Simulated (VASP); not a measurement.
# BAs (mix) (F-43m) in VASP: a series of runs

The runs below take BAs (mix) through single point, with PBE.

Program: VASP 6.6.1. These are calculated values, not measurements. Logs are shortened: lines on timing, memory, paths and dates and some standing lists are left out, and cuts for length are marked.

## Step 1: The cell of the first run

The structure is cubic, space group F-43m (No. 216). The conventional cell has a = 4.809 Å, b = 4.809 Å, c = 4.809 Å, α = 90.00°, β = 90.00°, γ = 90.00°. Within 2.8 Å of B (site symmetry -43m) lie 4 As at 2.08 Å. Within 2.8 Å of As (site symmetry -43m) lie 4 B at 2.08 Å.

## Step 2: Single point, PBE

INCAR

```
SYSTEM = BAs
  PREC = Accurate
  ENCUT = 500
  EDIFF = 1E-6
  ISMEAR = 0
  SIGMA = 0.02
  LREAL = .FALSE.
  LASPH = .TRUE.
  NELM = 120
  ALGO = Normal
  ISIF = 2
  LWAVE = .FALSE.
  LCHARG = .TRUE.
  GGA = PE
  LELF = .TRUE.
  LVHAR = .TRUE.
  NBANDS = 11
  GGA_COMPAT = .FALSE.
```

KPOINTS

```
regular mesh
0
G
  10 10 10
  0 0 0
```

POSCAR

```
BAs
1.0
    0.0000000000      2.4045419079      2.4045419079
    2.4045419079      0.0000000000      2.4045419079
    2.4045419079      2.4045419079      0.0000000000
B As
1 1
Direct
    0.0000000000      0.0000000000      0.0000000000
    0.2500000000      0.2500000000      0.2500000000
```

Potentials or basis: VASP PAW PBE potentials, release 64 (B, As).

On the command line:

```bash
$ cat potpaw_PBE.64/B/POTCAR potpaw_PBE.64/As/POTCAR > POTCAR
$ mpirun -np 1 vasp_std > vasp.out
```

OUTCAR:

```text
SYSTEM = BAs
   PREC = Accurate
   ENCUT = 500
   EDIFF = 1E-6
   ISMEAR = 0
   LREAL = .FALSE.
   LASPH = .TRUE.
   NELM = 120
   ISIF = 2
   GGA = PE

 ion  position               nearest neighbor table
   1  0.000  0.000  0.000-   2 2.08   2 2.08   2 2.08   2 2.08
   2  0.250  0.250  0.250-   1 2.08   1 2.08   1 2.08   1 2.08

  LATTYP: Found a face centered cubic cell.
 ALAT       =     4.8090838158

  Lattice vectors:

 A1 = (   0.0000000000,   2.4045419079,   2.4045419079)
 A2 = (   2.4045419079,   0.0000000000,   2.4045419079)
 A3 = (   2.4045419079,   2.4045419079,   0.0000000000)

Analysis of symmetry for initial positions (statically):
=====================================================================
 Subroutine PRICEL returns:
 Original cell was already a primitive cell.

 Routine SETGRP: Setting up the symmetry group for a
 face centered cubic supercell.

 Subroutine GETGRP returns: Found 24 space group operations
 (whereof 24 operations were pure point group operations)
 out of a pool of 48 trial point group operations.

The static configuration has the point symmetry T_d .

Analysis of symmetry for dynamics (positions and initial velocities):
=====================================================================
 Subroutine PRICEL returns:
 Original cell was already a primitive cell.

 Routine SETGRP: Setting up the symmetry group for a
 face centered cubic supercell.

 Subroutine GETGRP returns: Found 24 space group operations
 (whereof 24 operations were pure point group operations)
 out of a pool of 48 trial point group operations.

The dynamic configuration has the point symmetry T_d .

 Subroutine INISYM returns: Found 24 space group operations
 (whereof 24 operations are pure point group operations),
 and found     1 'primitive' translations

----------------------------------------------------------------------------------------

                                     Primitive cell

  volume of cell :      27.8053

  direct lattice vectors                    reciprocal lattice vectors
     0.000000000  2.404541908  2.404541908    -0.207939815  0.207939815  0.207939815
     2.404541908  0.000000000  2.404541908     0.207939815 -0.207939815  0.207939815
     2.404541908  2.404541908  0.000000000     0.207939815  0.207939815 -0.207939815

  length of vectors
     3.400535777  3.400535777  3.400535777     0.360162325  0.360162325  0.360162325

  position of ions in fractional coordinates (direct lattice)
     0.000000000  0.000000000  0.000000000
     0.250000000  0.250000000  0.250000000

  ion indices of the primitive-cell ions
   primitive index   ion index
                 1           1
                 2           2

----------------------------------------------------------------------------------------

 KPOINTS: regular mesh

Automatic generation of k-mesh.
 Grid dimensions read from file:
 generate k-points for:   10   10   10

 Generating k-lattice:

  Cartesian coordinates                     Fractional coordinates (reciprocal lattice)
    -0.020793982  0.020793982  0.020793982     0.100000000  0.000000000  0.000000000
     0.020793982 -0.020793982  0.020793982     0.000000000  0.100000000  0.000000000
     0.020793982  0.020793982 -0.020793982     0.000000000  0.000000000  0.100000000

  Length of vectors
     0.036016232  0.036016232  0.036016232

  Shift w.r.t. Gamma in fractional coordinates (k-lattice)
     0.000000000  0.000000000  0.000000000

 Subroutine IBZKPT returns following result:
 ===========================================

 Found     47 irreducible k-points:

 Following reciprocal coordinates:
            Coordinates               Weight
  0.000000  0.000000  0.000000      1.000000
  0.100000  0.000000  0.000000      8.000000
  0.200000  0.000000  0.000000      8.000000
  0.300000  0.000000  0.000000      8.000000
  0.400000  0.000000  0.000000      8.000000
  0.500000  0.000000  0.000000      4.000000
[... 16 lines left out ...]
  0.300000  0.300000  0.000000      6.000000
  0.400000  0.300000  0.000000     24.000000
 [... further k-points ...]
   k-points           NKPTS =     47   k-points in BZ     NKDIM =     47   number of bands    NBANDS=     11
   number of dos      NEDOS =    301   number of ions     NIONS =      2
   total plane-waves  NPLWV =  21952
   dimension x,y,z NGX =    28 NGY =   28 NGZ =   28
   dimension x,y,z NGXF=    56 NGYF=   56 NGZF=   56
   ions per type =               1   1
   NGX,Y,Z   is equivalent  to a cutoff of  13.69, 13.69, 13.69 a.u.
   NGXF,Y,Z  is equivalent  to a cutoff of  27.38, 27.38, 27.38 a.u.
 SYSTEM =  BAs
   PREC   = accura    normal or accurate (medium, high low for compatibility)
   ISTART =      0    job   : 0-new  1-cont  2-samecut
   ICHARG =      2    charge: 1-file 2-atom 10-const
   ISPIN  =      1    spin polarized calculation?
   LNONCOLLINEAR =      F non collinear calculations
   LSORBIT =      F    spin-orbit coupling
   LASPH  =      T    aspherical Exc in radial PAW
   ENCUT  =  500.0 eV  36.75 Ry    6.06 a.u.   6.20  6.20  6.20*2*pi/ulx,y,z
   NELM   =    120;   NELMIN=  2; NELMDL= -5     # of ELM steps
   EDIFF  = 0.1E-05   stopping-criterion for ELM
   LREAL  =      F    real-space projection
   EDIFFG = 0.1E-04   stopping-criterion for IOM
   NSW    =      0    number of steps for IOM
   IBRION =     -1    ionic relax: 0-MD 1-quasi-New 2-CG
   NFREE  =      0    steps in history (QN), initial steepest desc. (CG)
   ISIF   =      2    stress and relaxation
   ISYM   =      2    0-nonsym 1-usesym 2-fastsym
   POTIM  = 0.5000    time-step for ionic-motion
   TEBEG  =    0.0;   TEEND  =   0.0 temperature during run
   PSTRESS=    0.0 pullay stress
   NELECT =       8.0000    total number of electrons
   NUPDOWN=      -1.0000    fix difference up-down
   EMIN   =  10.00;   EMAX   =-10.00  energy-range for DOS
   EFERMI =   0.00;   METHOD = LEGACY
   ISMEAR =     0;   SIGMA  =   0.02  broadening in eV -4-tet -1-fermi 0-gaus
   EFERMI_NEDOS =   21; number of points for ismear=-14 and -15
   IALGO  =     38    algorithm
   IMIX   =      4    mixing-type and parameters
     AMIX     =   0.40;   BMIX     =  1.00
     AMIX_MAG =   1.60;   BMIX_MAG =  1.00
  volume/ion in A,a.u.               =      13.90        93.82
  Fermi-wavevector in a.u.,A,eV,Ry     =   1.080760  2.042340 15.892170  1.168042
  Thomas-Fermi vector in A             =   2.216759
   LORBIT       =      0    0 simple, 1 ext, 2 COOP (PROOUT), +10 PAW based schemes
   GGA     = PE    functional components
   LHFCALC =     F    Hartree Fock is set to
   AEXX    =    0.0000 exact exchange contribution
   IVDW    =     0    specifies the selected vdW correction
   LEPSILON=     F    determine dielectric tensor
   LRPA    =     F    only Hartree local field effects (RPA)
 non-spin polarized calculation
 Gauss-broadening in eV      SIGMA  =   0.02
  energy-cutoff  :      500.00
  volume of cell :       27.81
 maximum number of plane-waves:       725
 NGX is ok and might be reduce to    28
   NGX = 13   NGY = 13   NGZ = 13

 number of electron       8.0000000 magnetization

 Free energy of the ion-electron system (eV)
  ---------------------------------------------------
  ext. energy  EPLUGINS =         0.00000000
  ---------------------------------------------------
  free energy    TOTEN  =       -11.41314846 eV

  energy without entropy =      -11.41314846  energy(sigma->0) =      -11.41314846

 E-fermi :   6.0352     XC(G=0): -10.4974

 val. band max:        5.9065529983   @ k =   0.0000   0.0000   0.0000
 cond. band min:       7.1025916787   @ k =   0.4000   0.4000   0.0000
 fundamental gap:      1.1960386805
 Fermi energy:         6.0351920781

 k-point     1 :       0.0000    0.0000    0.0000
  band No.  band energies     occupation
      1      -9.3130      2.00000
      2       5.9066      2.00000
      3       5.9066      2.00000
      4       5.9066      2.00000
      5       9.1581      0.00000
      6       9.1581      0.00000
      7       9.1581      0.00000
      8      10.3393      0.00000
      9      15.3929      0.00000
     10      18.7763      0.00000
     11      18.7763      0.00000

 k-point     2 :       0.1000    0.0000    0.0000
  band No.  band energies     occupation
      1      -9.1518      2.00000
      2       4.5227      2.00000
      3       5.6119      2.00000
      4       5.6119      2.00000
      5       9.2612      0.00000
      6       9.5468      0.00000
      7       9.5468      0.00000
      8      11.2588      0.00000
      9      16.0238      0.00000
     10      17.7336      0.00000
     11      17.7336      0.00000

 k-point     3 :       0.2000    0.0000    0.0000
  band No.  band energies     occupation
      1      -8.6768      2.00000
      2       2.1899      2.00000
      3       5.0487      2.00000
      4       5.0487      2.00000
      5       9.0159      0.00000
      6      10.2531      0.00000
      7      10.2531      0.00000
      8      12.9243      0.00000
      9      17.0192      0.00000
     10      17.0239      0.00000
     11      17.0239      0.00000

 k-point     4 :       0.3000    0.0000    0.0000
  band No.  band energies     occupation
      1      -7.9251      2.00000
      2      -0.0636      2.00000
      3       4.5494      2.00000
      4       4.5494      2.00000
      5       8.7336      0.00000
      6      10.6594      0.00000
      7      10.6594      0.00000
      8      14.2402      0.00000
      9      17.1384      0.00000
     10      17.4525      0.00000
     11      17.4525      0.00000
[... 239 lines left out ...]
 k-point    22 :      -0.2000    0.2000    0.0000
  band No.  band energies     occupation
      1      -7.6668      2.00000
      2       0.4883      2.00000
      3       1.9180      2.00000
      4       4.6378      2.00000
      5       9.7636      0.00000
      6      10.9714      0.00000
      7      11.8344      0.00000
      8      12.8130      0.00000
      9      15.7627      0.00000
     10      18.4027      0.00000
     11      19.8807      0.00000

 k-point    23 :       0.3000    0.3000    0.0000
  band No.  band energies     occupation
      1      -7.4346      2.00000
      2       0.7213      2.00000
      3       2.7844      2.00000
      4       2.7844      2.00000
      5       7.3161      0.00000
      6       9.5520      0.00000
      7      14.2334      0.00000
      8      14.2334      0.00000
      9      16.7263      0.00000
     10      20.7417      0.00000
     11      20.8975      0.00000

 k-point    24 :       0.4000    0.3000    0.0000
  band No.  band energies     occupation
      1      -6.7236      2.00000
      2      -0.4976      2.00000
      3       2.0131      2.00000
      4       2.4928      2.00000
      5       7.6131      0.00000
      6       9.2947      0.00000
      7      14.6002      0.00000
      8      14.8438      0.00000
      9      17.7857      0.00000
     10      21.4687      0.00000
     11      21.6480      0.00000

 [... further k-points ...]

------------------------ aborting loop because EDIFF is reached ----------------------------------------

  FORCE on cell =-STRESS in cart. coord.  units (eV):
  Direction    XX          YY          ZZ          XY          YZ          ZX
  --------------------------------------------------------------------------------------
  -------------------------------------------------------------------------------------
  Total        0.1065373      0.1065373      0.1065373      0.0000000      0.0000000      0.0000000
  in kB        6.1388253      6.1388253      6.1388253      0.0000000      0.0000000      0.0000000
  external PRESSURE =       6.1388253 kB  Pullay stress =       0.0000000 kB

 VOLUME and BASIS-vectors are now :
 -----------------------------------------------------------------------------
  energy-cutoff  :      500.00
  volume of cell :       27.81
      direct lattice vectors                 reciprocal lattice vectors
     0.000000000  2.404541908  2.404541908    -0.207939815  0.207939815  0.207939815
     2.404541908  0.000000000  2.404541908     0.207939815 -0.207939815  0.207939815
     2.404541908  2.404541908  0.000000000     0.207939815  0.207939815 -0.207939815

 POSITION                                       TOTAL-FORCE (eV/Angst)
 -----------------------------------------------------------------------------------
      0.00000      0.00000      0.00000        -0.000000      0.000000     -0.000000
      1.20227      1.20227      1.20227         0.000000     -0.000000      0.000000
 -----------------------------------------------------------------------------------
    total drift:                               -0.000000     -0.000000     -0.000000

  FREE ENERGIE OF THE ION-ELECTRON SYSTEM (eV)
  ---------------------------------------------------
  free  energy   TOTEN  =       -11.4131484587 eV

  energy  without entropy=      -11.4131484587  energy(sigma->0) =      -11.41314846
```

Wall time 11 s (1 thread of Intel Xeon Platinum 8488C (Sapphire Rapids), shared host); peak memory 0.15 GiB.

Results:

| Property | Result |
| --- | --- |
| Free energy | -11.4131 eV |
| Pressure | 0.6 GPa |
| Band gap on the k mesh | 1.20 eV, indirect (least direct gap 3.25 eV) |

A k mesh can miss the band edges. PBE gaps usually lie below the measured ones, often by a third to a half.

## Step 3: Single point, PBE

INCAR

```
PREC = Accurate
ENCUT = 500
EDIFF = 1E-6
ISMEAR = 0
SIGMA = 0.02
LREAL = False
LASPH = True
NELM = 120
ALGO = Normal
ISIF = 2
LWAVE = False
LCHARG = False
GGA = PE
NBANDS = 11
GGA_COMPAT = False
```

KPOINTS

```
regular mesh
0
Gamma
  10 10 10
```

POSCAR is that of step 2.

Potentials or basis: VASP PAW PBE potentials, release 64 (B, As).

On the command line:

```bash
$ cat potpaw_PBE.64/B/POTCAR potpaw_PBE.64/As/POTCAR > POTCAR
$ mpirun -np 1 vasp_std > vasp.out
```

Run time: 11 s. Hardware: 1 thread of Intel Xeon Platinum 8488C (Sapphire Rapids), shared host; peak memory 0.15 GiB.

The run converged. Its results:

| Item | Value |
| --- | --- |
| Free energy | -11.4131 eV |
| Pressure | 0.6 GPa |
| Band gap on the k mesh | 1.20 eV, indirect (least direct gap 3.25 eV) |

Levels at points of the mesh, in eV from the valence-band top:
```tsv
k point	band 1	band 2	band 3	band 4	band 5	band 6	band 7	band 8	band 9
(0.00, 0.00, 0.00)	-15.22	0.00	0.00	0.00	3.25	3.25	3.25	4.43	9.49
(0.50, 0.00, 0.00)	-12.42	-8.64	-1.79	-1.79	2.58	4.76	4.76	8.82	12.57
(0.50, 0.50, 0.00)	-11.13	-8.42	-4.00	-4.00	1.45	1.46	11.18	11.18	12.69
```

A k mesh can miss the band edges.
